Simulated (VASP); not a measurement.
# TaN (Fm-3m) in VASP: single point with LDA

Aim: the single point of TaN with LDA.

Program: VASP 6.6.1. These are calculated values, not measurements. Logs are shortened: lines on timing, memory, paths and dates and some standing lists are left out, and cuts for length are marked.

## (1) The cell of the first run

The structure is cubic, space group Fm-3m (No. 225). The conventional cell has a = 4.358 Å, b = 4.358 Å, c = 4.358 Å, α = 90.00°, β = 90.00°, γ = 90.00°. Ta (site symmetry m-3m) has 6 N at 2.18 Å within 2.9 Å. N (site symmetry m-3m) has 6 Ta at 2.18 Å within 2.9 Å.

## (2) Single point, LDA

Contents of INCAR:

```
SYSTEM = TaN
  PREC = Accurate
  ENCUT = 600
  EDIFF = 1E-6
  ISMEAR = 0
  SIGMA = 0.1
  LREAL = .FALSE.
  LASPH = .TRUE.
  NELM = 120
  ALGO = Normal
  ISIF = 2
  LWAVE = .FALSE.
  LCHARG = .FALSE.
  NBANDS = 15
  GGA_COMPAT = .FALSE.
```

Contents of KPOINTS:

```
regular mesh
0
G
  8 8 8
  0 0 0
```

Contents of POSCAR:

```
TaN
1.0
    0.0000000000      2.1790000000      2.1790000000
    2.1790000000      0.0000000000      2.1790000000
    2.1790000000      2.1790000000      0.0000000000
Ta N
1 1
Direct
    0.5000000000      0.5000000000      0.5000000000
    0.0000000000      0.0000000000      0.0000000000
```

Potentials or basis: VASP PAW LDA potentials, release 64 (Ta_pv, N).

Command:

```bash
cat potpaw_LDA.64/Ta_pv/POTCAR potpaw_LDA.64/N/POTCAR > POTCAR
mpirun -np 1 vasp_std > vasp.out
```

OUTCAR:

```text
SYSTEM = TaN
   PREC = Accurate
   ENCUT = 600
   EDIFF = 1E-6
   ISMEAR = 0
   LREAL = .FALSE.
   LASPH = .TRUE.
   NELM = 120
   ISIF = 2

 ion  position               nearest neighbor table
   1  0.500  0.500  0.500-   2 2.18   2 2.18   2 2.18   2 2.18   2 2.18   2 2.18
   2  0.000  0.000  0.000-   1 2.18   1 2.18   1 2.18   1 2.18   1 2.18   1 2.18

  LATTYP: Found a face centered cubic cell.
 ALAT       =     4.3580000000

  Lattice vectors:

 A1 = (   0.0000000000,   2.1790000000,   2.1790000000)
 A2 = (   2.1790000000,   0.0000000000,   2.1790000000)
 A3 = (   2.1790000000,   2.1790000000,   0.0000000000)

Analysis of symmetry for initial positions (statically):
=====================================================================
 Subroutine PRICEL returns:
 Original cell was already a primitive cell.

 Routine SETGRP: Setting up the symmetry group for a
 face centered cubic supercell.

 Subroutine GETGRP returns: Found 48 space group operations
 (whereof 48 operations were pure point group operations)
 out of a pool of 48 trial point group operations.

The static configuration has the point symmetry O_h .

Analysis of symmetry for dynamics (positions and initial velocities):
=====================================================================
 Subroutine PRICEL returns:
 Original cell was already a primitive cell.

 Routine SETGRP: Setting up the symmetry group for a
 face centered cubic supercell.

 Subroutine GETGRP returns: Found 48 space group operations
 (whereof 48 operations were pure point group operations)
 out of a pool of 48 trial point group operations.

The dynamic configuration has the point symmetry O_h .

 Subroutine INISYM returns: Found 48 space group operations
 (whereof 48 operations are pure point group operations),
 and found     1 'primitive' translations

----------------------------------------------------------------------------------------

                                     Primitive cell

  volume of cell :      20.6920

  direct lattice vectors                    reciprocal lattice vectors
     0.000000000  2.179000000  2.179000000    -0.229463056  0.229463056  0.229463056
     2.179000000  0.000000000  2.179000000     0.229463056 -0.229463056  0.229463056
     2.179000000  2.179000000  0.000000000     0.229463056  0.229463056 -0.229463056

  length of vectors
     3.081571352  3.081571352  3.081571352     0.397441672  0.397441672  0.397441672

  position of ions in fractional coordinates (direct lattice)
     0.500000000  0.500000000  0.500000000
     0.000000000  0.000000000  0.000000000

  ion indices of the primitive-cell ions
   primitive index   ion index
                 1           1
                 2           2

----------------------------------------------------------------------------------------

 KPOINTS: regular mesh

Automatic generation of k-mesh.
 Grid dimensions read from file:
 generate k-points for:    8    8    8

 Generating k-lattice:

  Cartesian coordinates                     Fractional coordinates (reciprocal lattice)
    -0.028682882  0.028682882  0.028682882     0.125000000  0.000000000  0.000000000
     0.028682882 -0.028682882  0.028682882     0.000000000  0.125000000  0.000000000
     0.028682882  0.028682882 -0.028682882     0.000000000  0.000000000  0.125000000

  Length of vectors
     0.049680209  0.049680209  0.049680209

  Shift w.r.t. Gamma in fractional coordinates (k-lattice)
     0.000000000  0.000000000  0.000000000

 Subroutine IBZKPT returns following result:
 ===========================================

 Found     29 irreducible k-points:

 Following reciprocal coordinates:
            Coordinates               Weight
  0.000000  0.000000  0.000000      1.000000
  0.125000  0.000000  0.000000      8.000000
  0.250000  0.000000  0.000000      8.000000
  0.375000  0.000000  0.000000      8.000000
  0.500000  0.000000  0.000000      4.000000
  0.125000  0.125000  0.000000      6.000000
[... 16 lines left out ...]
  0.500000  0.250000  0.125000     48.000000
 -0.375000  0.250000  0.125000     24.000000
 [... further k-points ...]
   k-points           NKPTS =     29   k-points in BZ     NKDIM =     29   number of bands    NBANDS=     15
   number of dos      NEDOS =    301   number of ions     NIONS =      2
   total plane-waves  NPLWV =  21952
   dimension x,y,z NGX =    28 NGY =   28 NGZ =   28
   dimension x,y,z NGXF=    56 NGYF=   56 NGZF=   56
   ions per type =               1   1
   NGX,Y,Z   is equivalent  to a cutoff of  15.11, 15.11, 15.11 a.u.
   NGXF,Y,Z  is equivalent  to a cutoff of  30.21, 30.21, 30.21 a.u.
 SYSTEM =  TaN
   PREC   = accura    normal or accurate (medium, high low for compatibility)
   ISTART =      0    job   : 0-new  1-cont  2-samecut
   ICHARG =      2    charge: 1-file 2-atom 10-const
   ISPIN  =      1    spin polarized calculation?
   LNONCOLLINEAR =      F non collinear calculations
   LSORBIT =      F    spin-orbit coupling
   LASPH  =      T    aspherical Exc in radial PAW
   ENCUT  =  600.0 eV  44.10 Ry    6.64 a.u.   6.15  6.15  6.15*2*pi/ulx,y,z
   NELM   =    120;   NELMIN=  2; NELMDL= -5     # of ELM steps
   EDIFF  = 0.1E-05   stopping-criterion for ELM
   LREAL  =      F    real-space projection
   EDIFFG = 0.1E-04   stopping-criterion for IOM
   NSW    =      0    number of steps for IOM
   IBRION =     -1    ionic relax: 0-MD 1-quasi-New 2-CG
   NFREE  =      0    steps in history (QN), initial steepest desc. (CG)
   ISIF   =      2    stress and relaxation
   ISYM   =      2    0-nonsym 1-usesym 2-fastsym
   POTIM  = 0.5000    time-step for ionic-motion
   TEBEG  =    0.0;   TEEND  =   0.0 temperature during run
   PSTRESS=    0.0 pullay stress
   NELECT =      16.0000    total number of electrons
   NUPDOWN=      -1.0000    fix difference up-down
   EMIN   =  10.00;   EMAX   =-10.00  energy-range for DOS
   EFERMI =   0.00;   METHOD = LEGACY
   ISMEAR =     0;   SIGMA  =   0.10  broadening in eV -4-tet -1-fermi 0-gaus
   EFERMI_NEDOS =   21; number of points for ismear=-14 and -15
   IALGO  =     38    algorithm
   IMIX   =      4    mixing-type and parameters
     AMIX     =   0.40;   BMIX     =  1.00
     AMIX_MAG =   1.60;   BMIX_MAG =  1.00
  volume/ion in A,a.u.               =      10.35        69.82
  Fermi-wavevector in a.u.,A,eV,Ry     =   1.502615  2.839530 30.719922  2.257851
  Thomas-Fermi vector in A             =   2.613832
   LORBIT       =      0    0 simple, 1 ext, 2 COOP (PROOUT), +10 PAW based schemes
   GGA     = CA    functional components
   LHFCALC =     F    Hartree Fock is set to
   AEXX    =    0.0000 exact exchange contribution
   IVDW    =     0    specifies the selected vdW correction
   LEPSILON=     F    determine dielectric tensor
   LRPA    =     F    only Hartree local field effects (RPA)
 non-spin polarized calculation
 Gauss-broadening in eV      SIGMA  =   0.10
  energy-cutoff  :      600.00
  volume of cell :       20.69
 maximum number of plane-waves:       701
 NGX is ok and might be reduce to    28
   NGX = 13   NGY = 13   NGZ = 13

 number of electron      16.0000001 magnetization

 Free energy of the ion-electron system (eV)
  ---------------------------------------------------
  ext. energy  EPLUGINS =         0.00000000
  ---------------------------------------------------
  free energy    TOTEN  =       -24.12638523 eV

  energy without entropy =      -24.12327698  energy(sigma->0) =      -24.12483110

 E-fermi :   9.7638     XC(G=0): -13.8086

 val. band max:        9.7215734949   @ k =   0.0000   0.0000   0.0000
 cond. band min:       9.9377216888   @ k =  -0.3750   0.2500   0.1250
 fundamental gap:      0.2161481939
 Fermi energy:         9.7637697587

 k-point     1 :       0.0000    0.0000    0.0000
  band No.  band energies     occupation
      1     -25.7865      2.00000
      2     -25.7865      2.00000
      3     -25.7865      2.00000
      4      -9.1144      2.00000
      5       5.8730      2.00000
      6       5.8730      2.00000
      7       5.8730      2.00000
      8       7.5068      2.00000
      9       7.5068      2.00000
     10       7.5068      2.00000
     11       9.7216      1.44932
     12       9.7216      1.44932
     13      11.6856      0.00000
     14      19.2074      0.00000
     15      21.1884      0.00000

 k-point     2 :       0.1250    0.0000    0.0000
  band No.  band energies     occupation
      1     -25.9391      2.00000
      2     -25.8001      2.00000
      3     -25.8001      2.00000
      4      -8.7155      2.00000
      5       4.2995      2.00000
      6       4.7646      2.00000
      7       4.7646      2.00000
      8       8.0528      2.00000
      9       8.0528      2.00000
     10       8.1252      2.00000
     11      11.1410      0.00000
     12      11.1410      0.00000
     13      12.6792      0.00000
     14      20.3602      0.00000
     15      21.1882      0.00000

 k-point     3 :       0.2500    0.0000    0.0000
  band No.  band energies     occupation
      1     -26.2901      2.00000
      2     -25.8328      2.00000
      3     -25.8328      2.00000
      4      -7.6876      2.00000
      5       1.9720      2.00000
      6       3.2817      2.00000
      7       3.2817      2.00000
      8       8.9509      2.00000
      9       9.2863      2.00000
     10       9.2863      2.00000
     11      13.7508      0.00000
     12      13.7508      0.00000
     13      14.4446      0.00000
     14      21.1844      0.00000
     15      22.3980      0.00000

 k-point     4 :       0.3750    0.0000    0.0000
  band No.  band energies     occupation
      1     -26.6196      2.00000
      2     -25.8651      2.00000
      3     -25.8651      2.00000
      4      -6.4685      2.00000
      5       0.0224      2.00000
      6       2.2920      2.00000
      7       2.2920      2.00000
      8      10.3636      0.00000
      9      10.8449      0.00000
     10      10.8449      0.00000
     11      14.9051      0.00000
     12      16.2505      0.00000
     13      16.2505      0.00000
     14      21.1583      0.00000
     15      21.8854      0.00000
[... 307 lines left out ...]
 k-point    22 :       0.3750    0.2500    0.1250
  band No.  band energies     occupation
      1     -26.3551      2.00000
      2     -26.0098      2.00000
      3     -25.8848      2.00000
      4      -7.3258      2.00000
      5       1.1533      2.00000
      6       3.2318      2.00000
      7       3.6373      2.00000
      8       7.4380      2.00000
      9      11.0253      0.00000
     10      11.4034      0.00000
     11      12.0052      0.00000
     12      14.3221      0.00000
     13      17.4280      0.00000
     14      21.1800      0.00000
     15      23.0539      0.00000

 k-point    23 :       0.5000    0.2500    0.1250
  band No.  band energies     occupation
      1     -26.5277      2.00000
      2     -26.1006      2.00000
      3     -25.9328      2.00000
      4      -6.7489      2.00000
      5       0.6415      2.00000
      6       2.5263      2.00000
      7       3.0078      2.00000
      8       8.5312      2.00000
      9      11.7150      0.00000
     10      11.9356      0.00000
     11      13.5481      0.00000
     12      16.0914      0.00000
     13      18.1720      0.00000
     14      20.7082      0.00000
     15      21.2355      0.00000

 k-point    24 :      -0.3750    0.2500    0.1250
  band No.  band energies     occupation
      1     -26.6016      2.00000
      2     -26.1247      2.00000
      3     -25.9618      2.00000
      4      -6.5095      2.00000
      5       0.4188      2.00000
      6       2.5313      2.00000
      7       2.5531      2.00000
      8       9.9377      0.01389
      9      10.4001      0.00000
     10      12.4294      0.00000
     11      15.1490      0.00000
     12      16.2863      0.00000
     13      18.3991      0.00000
     14      20.2734      0.00000
     15      21.2149      0.00000

 [... further k-points ...]

------------------------ aborting loop because EDIFF is reached ----------------------------------------

  FORCE on cell =-STRESS in cart. coord.  units (eV):
  Direction    XX          YY          ZZ          XY          YZ          ZX
  --------------------------------------------------------------------------------------
  -------------------------------------------------------------------------------------
  Total       -0.0413555     -0.0413555     -0.0413555      0.0000000      0.0000000      0.0000000
  in kB       -3.2021499     -3.2021499     -3.2021499      0.0000000      0.0000000      0.0000000
  external PRESSURE =      -3.2021499 kB  Pullay stress =       0.0000000 kB

 VOLUME and BASIS-vectors are now :
 -----------------------------------------------------------------------------
  energy-cutoff  :      600.00
  volume of cell :       20.69
      direct lattice vectors                 reciprocal lattice vectors
     0.000000000  2.179000000  2.179000000    -0.229463056  0.229463056  0.229463056
     2.179000000  0.000000000  2.179000000     0.229463056 -0.229463056  0.229463056
     2.179000000  2.179000000  0.000000000     0.229463056  0.229463056 -0.229463056

 POSITION                                       TOTAL-FORCE (eV/Angst)
 -----------------------------------------------------------------------------------
      2.17900      2.17900      2.17900         0.000000      0.000000      0.000000
      0.00000      0.00000      0.00000        -0.000000     -0.000000     -0.000000
 -----------------------------------------------------------------------------------
    total drift:                                0.000000      0.000000      0.000000

  FREE ENERGIE OF THE ION-ELECTRON SYSTEM (eV)
  ---------------------------------------------------
  free  energy   TOTEN  =       -24.1263852284 eV

  energy  without entropy=      -24.1232769799  energy(sigma->0) =      -24.12483110
```

Run time: 19 s. Hardware: 1 thread of Intel Xeon Platinum 8259CL at 2.50GHz (Skylake/Cascade Lake), shared host; peak memory 0.15 GiB.

Results:

- Free energy: -24.1264 eV
- Pressure: -0.3 GPa
- Band gap on the k mesh: zero (band 8 reaches 11.68 eV, above the bottom of band 9 at 7.51 eV)

Caveat: spin-orbit coupling is left out, which moves the levels of the heavy elements.
